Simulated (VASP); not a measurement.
# EuS (Fm-3m) in VASP: further runs

The runs below take EuS through single point, relaxation of cell and atoms, with PBEsol-based screened hybrid with 25 % exact exchange, BLYP+D4, RPBE, PBEsol.

All numbers are computed with VASP 6.6.1; they aren't measurements. Logs are shortened: lines on timing, memory, paths and dates and some standing lists are left out, and cuts for length are marked.

**Measured values to compare with.**

“Crystal-field mediated electronic transitions of EuS up to 35 GPa”, 2022, pmc:8786971 reports, for a powder of EuS at 300 K: band gap 1.72 eV (optical).

The runs below are set against these values where they give the same quantity.

## 1. The cell of the first run

Symmetry: Fm-3m, No. 225, cubic system. Conventional cell: a = 5.957 Å, b = 5.957 Å, c = 5.957 Å, α = 90.00°, β = 90.00°, γ = 90.00°. Within 3.9 Å of Eu (site symmetry m-3m) lie 6 S at 2.98 Å. Within 3.9 Å of S (site symmetry m-3m) lie 6 Eu at 2.98 Å.

## 2. Single point, PBEsol-based screened hybrid with 25 % exact exchange, collinear spin, ferromagnetic start

POSCAR reads:

```
EuS
1.0
    0.0000000000      2.9785000000      2.9785000000
    2.9785000000      0.0000000000      2.9785000000
    2.9785000000      2.9785000000      0.0000000000
Eu S
1 1
Direct
    0.0000000000      0.0000000000      0.0000000000
    0.5000000000      0.5000000000      0.5000000000
```

INCAR.step1 reads:

```
ALGO     = Normal         # electronic algorithm
EDIFF    = 1E-5           # SCF threshold, eV
ENCUT    = 520            # plane-wave cutoff, eV
GGA      = PE             # functional
GGA_COMPAT= False        
ISIF     = 2              # what is computed and relaxed
ISMEAR   = -1             # smearing method
ISPIN    = 2              # spin polarisation
LASPH    = True           # aspherical terms in the spheres
LCHARG   = False          # write CHGCAR
LMAXMIX  = 6              # l up to which the mixer works
LORBIT   = 11             # projections on sites
LREAL    = False          # projectors in reciprocal space
LWAVE    = True           # write WAVECAR
MAGMOM   = 7 0            # initial moments
NBANDS   = 22             # bands
NELM     = 200            # most SCF steps
PREC     = Accurate       # precision mode
SIGMA    = 0.05           # smearing width, eV
```

INCAR.step2 reads:

```
AEXX     = 0.25           # exact-exchange fraction
ALGO     = Normal         # electronic algorithm
EDIFF    = 1E-6           # SCF threshold, eV
ENCUT    = 520            # plane-wave cutoff, eV
GGA      = PS             # functional
GGA_COMPAT= False        
HFSCREEN = 0.207          # screening, 1/A
ISIF     = 2              # what is computed and relaxed
ISMEAR   = -1             # smearing method
ISPIN    = 2              # spin polarisation
ISTART   = 1            
LASPH    = True           # aspherical terms in the spheres
LCHARG   = False          # write CHGCAR
LHFCALC  = True           # exact exchange
LMAXMIX  = 6              # l up to which the mixer works
LORBIT   = 11             # projections on sites
LREAL    = False          # projectors in reciprocal space
LWAVE    = False          # write WAVECAR
MAGMOM   = 7 0            # initial moments
NBANDS   = 22             # bands
NELM     = 200            # most SCF steps
PREC     = Accurate       # precision mode
PRECFOCK = Normal       
SIGMA    = 0.05           # smearing width, eV
```

KPOINTS reads:

```
k-points
0
Gamma
  4 4 4
```

Potentials or basis: VASP PAW PBE potentials, release 64 (Eu, S).

Launch:

```bash
$ cat potpaw_PBE.64/Eu/POTCAR potpaw_PBE.64/S/POTCAR > POTCAR
$ cp INCAR.step1 INCAR
$ mpirun -np 1 vasp_std > vasp.out
$ cp INCAR.step2 INCAR
$ mpirun -np 1 vasp_std > vasp.out
```

OUTCAR:

```text
AEXX = 0.25
   EDIFF = 1E-6
   ENCUT = 520
   GGA = PS
   HFSCREEN = 0.207
   ISIF = 2
   ISMEAR = -1
   ISPIN = 2
   ISTART = 1
   LASPH = True
   LHFCALC = True
   LORBIT = 11
   LREAL = False
   NELM = 200
   PREC = Accurate
   PRECFOCK = Normal

 ion  position               nearest neighbor table
   1  0.000  0.000  0.000-   2 2.98   2 2.98   2 2.98   2 2.98   2 2.98   2 2.98
   2  0.500  0.500  0.500-   1 2.98   1 2.98   1 2.98   1 2.98   1 2.98   1 2.98

  LATTYP: Found a face centered cubic cell.
 ALAT       =     5.9570000000

  Lattice vectors:

 A1 = (   0.0000000000,   2.9785000000,   2.9785000000)
 A2 = (   2.9785000000,   0.0000000000,   2.9785000000)
 A3 = (   2.9785000000,   2.9785000000,   0.0000000000)

Analysis of symmetry for initial positions (statically):
=====================================================================
 Subroutine PRICEL returns:
 Original cell was already a primitive cell.

 Routine SETGRP: Setting up the symmetry group for a
 face centered cubic supercell.

 Subroutine GETGRP returns: Found 48 space group operations
 (whereof 48 operations were pure point group operations)
 out of a pool of 48 trial point group operations.

The static configuration has the point symmetry O_h .

Analysis of symmetry for dynamics (positions and initial velocities):
=====================================================================
 Subroutine PRICEL returns:
 Original cell was already a primitive cell.

 Routine SETGRP: Setting up the symmetry group for a
 face centered cubic supercell.

 Subroutine GETGRP returns: Found 48 space group operations
 (whereof 48 operations were pure point group operations)
 out of a pool of 48 trial point group operations.

The dynamic configuration has the point symmetry O_h .

Analysis of structural, dynamic, and magnetic symmetry:
=====================================================================
 Subroutine PRICEL returns:
 Original cell was already a primitive cell.

 Routine SETGRP: Setting up the symmetry group for a
 face centered cubic supercell.

 Subroutine GETGRP returns: Found 48 space group operations
 (whereof 48 operations were pure point group operations)
[... 108 lines left out ...]
  Thomas-Fermi vector in A             =   2.375065
   LORBIT       =     11    0 simple, 1 ext, 2 COOP (PROOUT), +10 PAW based schemes
   GGA     = PS    functional components
   LHFCALC =     T    Hartree Fock is set to
   PRECFOCK=normal    Normal, Fast or Accurate (Low or Medium for compatibility)
   ENCUT4O =  -1.0   cutoff for four orbital integrals eV
   NKREDX  =     1    reduce k-point grid by
   NKREDY  =     1    reduce k-point grid by
   NKREDZ  =     1    reduce k-point grid by
   AEXX    =    0.2500 exact exchange contribution
   HFSCREEN=    0.2070 screening length (either q_TF or 0.3 A-1)
   HFSCREENC=   0.2070 screening length for correlation (either q_TF or 0.3 A-1)
   ENCUTFOCK=  -1.0 apply spherical cutoff to Coloumb kernel
   IVDW    =     0    specifies the selected vdW correction
   LEPSILON=     F    determine dielectric tensor
   LRPA    =     F    only Hartree local field effects (RPA)
 spin polarized calculation
  energy-cutoff  :      520.00
  volume of cell :       52.85
 maximum number of plane-waves:      1428
  NGX = 24; NGY = 24; NGZ = 24

 number of electron      23.0000005 magnetization       6.9994607

 Free energy of the ion-electron system (eV)
  ---------------------------------------------------
  ext. energy  EPLUGINS =         0.00000000
  ---------------------------------------------------
  free energy    TOTEN  =       -32.33284000 eV

  energy without entropy =      -32.33236902  energy(sigma->0) =      -32.33260451

 E-fermi :   3.4486     XC(G=0):  -8.0867

 val. band max:        3.2494295475   @ k =   0.0000   0.0000   0.0000
 cond. band min:       3.6442394962   @ k =   0.5000   0.5000   0.0000
 fundamental gap:      0.3948099487
 Fermi energy:         3.4486266082

 spin component 1

 k-point     1 :       0.0000    0.0000    0.0000
  band No.  band energies     occupation
      1     -39.4470      1.00000
      2     -17.1198      1.00000
      3     -17.1198      1.00000
      4     -17.1198      1.00000
      5     -11.0204      1.00000
      6       0.6557      1.00000
[... 189 lines left out ...]
     21      12.3909      0.00000
     22      12.9943      0.00000
 Fermi energy:         3.4486266082

 spin component 2

 k-point     1 :       0.0000    0.0000    0.0000
  band No.  band energies     occupation
      1     -36.1205      1.00000
      2     -14.6274      1.00000
      3     -14.6274      1.00000
      4     -14.6274      1.00000
      5     -11.0440      1.00000
      6       0.9561      1.00000
[... 189 lines left out ...]
     21      13.4651      0.00000
     22      13.7480      0.00000

------------------------ aborting loop because EDIFF is reached ----------------------------------------

  FORCE on cell =-STRESS in cart. coord.  units (eV):
  Direction    XX          YY          ZZ          XY          YZ          ZX
  --------------------------------------------------------------------------------------
  -------------------------------------------------------------------------------------
  Total       -0.6754316     -0.6754316     -0.6754316     -0.0000000     -0.0000000     -0.0000000
  in kB      -20.4771323    -20.4771323    -20.4771323     -0.0000000     -0.0000000     -0.0000000
  external PRESSURE =     -20.4771323 kB  Pullay stress =       0.0000000 kB

 VOLUME and BASIS-vectors are now :
 -----------------------------------------------------------------------------
  energy-cutoff  :      520.00
  volume of cell :       52.85
      direct lattice vectors                 reciprocal lattice vectors
     0.000000000  2.978500000  2.978500000    -0.167869733  0.167869733  0.167869733
     2.978500000  0.000000000  2.978500000     0.167869733 -0.167869733  0.167869733
     2.978500000  2.978500000  0.000000000     0.167869733  0.167869733 -0.167869733

 POSITION                                       TOTAL-FORCE (eV/Angst)
 -----------------------------------------------------------------------------------
      0.00000      0.00000      0.00000         0.000000      0.000000      0.000000
      2.97850      2.97850      2.97850        -0.000000     -0.000000     -0.000000
 -----------------------------------------------------------------------------------
    total drift:                                0.000001      0.000005      0.000004

  FREE ENERGIE OF THE ION-ELECTRON SYSTEM (eV)
  ---------------------------------------------------
  free  energy   TOTEN  =       -32.3328400007 eV

  energy  without entropy=      -32.3323690190  energy(sigma->0) =      -32.33260451

 total charge

# of ion       s       p       d       f       tot
--------------------------------------------------
    1        2.029   5.793   0.224   6.811  14.858
    2        1.305   2.454   0.000   0.000   3.759
--------------------------------------------------
tot          3.334   8.247   0.224   6.811  18.617

 magnetization (x)

# of ion       s       p       d       f       tot
--------------------------------------------------
    1       -0.012  -0.098   0.040   6.789   6.720
    2       -0.007  -0.053   0.000   0.000  -0.059
--------------------------------------------------
tot         -0.018  -0.150   0.040   6.789   6.661
```

OUTCAR.step1:

```text
EDIFF = 1E-5
   ENCUT = 520
   GGA = PE
   ISIF = 2
   ISMEAR = -1
   ISPIN = 2
   LASPH = True
   LORBIT = 11
[... 630 lines left out ...]

 total charge

# of ion       s       p       d       f       tot
--------------------------------------------------
    1        2.027   5.757   0.307   6.646  14.737
    2        1.315   2.431   0.000   0.000   3.746
--------------------------------------------------
tot          3.342   8.188   0.307   6.646  18.483

 magnetization (x)

# of ion       s       p       d       f       tot
--------------------------------------------------
    1       -0.015  -0.114   0.076   6.616   6.563
    2       -0.006  -0.060   0.000   0.000  -0.067
--------------------------------------------------
tot         -0.021  -0.174   0.076   6.616   6.496
```

OSZICAR.step1:

```text
N       E                     dE             d eps       ncg     rms          rms(c)
DAV:   1     0.151874750084E+03    0.15187E+03   -0.85687E+03   974   0.441E+03
DAV:   2     0.840563576216E+01   -0.14347E+03   -0.12541E+03   984   0.385E+02
DAV:   3    -0.151111642737E+02   -0.23517E+02   -0.22911E+02   970   0.116E+02
DAV:   4    -0.174644475601E+02   -0.23533E+01   -0.23289E+01  1356   0.252E+01
DAV:   5    -0.175775794312E+02   -0.11313E+00   -0.11302E+00  1190   0.752E+00    0.304E+01
DAV:   6    -0.208340833931E+02   -0.32565E+01   -0.27049E+00   916   0.216E+01    0.187E+01
DAV:   7    -0.200069507675E+02    0.82713E+00   -0.29892E+00  1068   0.293E+01    0.108E+01
DAV:   8    -0.199409900280E+02    0.65961E-01   -0.19809E+00   878   0.228E+01    0.869E+00
DAV:   9    -0.199042683218E+02    0.36722E-01   -0.20783E-01  1150   0.761E+00    0.302E+00
DAV:  10    -0.199008754097E+02    0.33929E-02   -0.50370E-02  1168   0.322E+00    0.267E+00
DAV:  11    -0.199015205456E+02   -0.64514E-03   -0.31545E-03  1226   0.588E-01    0.216E+00
DAV:  12    -0.199004216615E+02    0.10989E-02   -0.79903E-03  1092   0.136E+00    0.956E-01
DAV:  13    -0.199005356894E+02   -0.11403E-03   -0.46749E-04  1080   0.211E-01    0.156E-01
DAV:  14    -0.199005849645E+02   -0.49275E-04   -0.16304E-04  1244   0.859E-02    0.260E-01
DAV:  15    -0.199005950423E+02   -0.10078E-04   -0.73165E-06   648   0.482E-02    0.552E-02
DAV:  16    -0.199006015614E+02   -0.65191E-05   -0.18455E-05   830   0.635E-02
   1 F= -.19900602E+02 E0= -.19893194E+02  d E =-.148154E-01  mag=     6.9114
```

It took 30 min on 1 thread of Intel Xeon Platinum 8259CL at 2.50GHz (Skylake/Cascade Lake), shared host; peak memory 0.32 GiB.

Results:

| Item | Value |
| --- | --- |
| Free energy | -32.3328 eV |
| Pressure | -2.0 GPa |
| Band gap on the k mesh | 0.39 eV (least direct gap 0.63 eV) |
| Net moment | 7.00 μB per cell |
| Site moments | Eu +6.72; S -0.06 μB |
| Valence electrons inside the program's atomic spheres | Eu 14.86; S 3.76 |

Caveat: the k points lie up to 0.46 Å⁻¹ apart; the PAW data sets were made with another functional, which shifts forces and pressure a little; spin-orbit coupling is left out, which moves the levels of the heavy elements; a cell with one magnetic atom can't hold antiferromagnetic order, which such compounds often take.

[end of part 1 of 3]
